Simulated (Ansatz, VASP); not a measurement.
**One calculation of Hg, two programs**

```xyz
1
Lattice="0.0000 2.2827 2.2827 2.2827 0.0000 2.2827 2.2827 2.2827 0.0000" Properties=species:S:1:pos:R:3 pbc="T T T"
Hg    0.0000    0.0000    0.0000
```

Alike in both runs: task single point; functional LDA; k mesh 14 × 14 × 14; occupations fermi-dirac, width 0.1 eV; no spin polarisation.

|  | VASP | Ansatz |
| --- | --- | --- |
| version | VASP 6.6.1 | Ansatz 0.2.0 |
| potentials or method | VASP PAW LDA potentials, release 64 (Hg), cutoff 520 eV | plane waves (420 eV) with PAW, scalar-relativistic |
| valence electrons in the cell | 12 | 20 |

```csv
,VASP,Ansatz,Ansatz less VASP
pressure (GPa),-2.6,-2.9,-0.33
```

Ansatz warns that its potentials were made for another functional, while VASP's fit it. LDA's correlation is that of Perdew and Zunger in VASP and of Perdew and Wang (1992) in Ansatz. VASP's potentials hold 12 valence electrons a cell and Ansatz's 20, so a difference there can come from the potentials and not from the codes.

Spin-orbit coupling is off throughout.
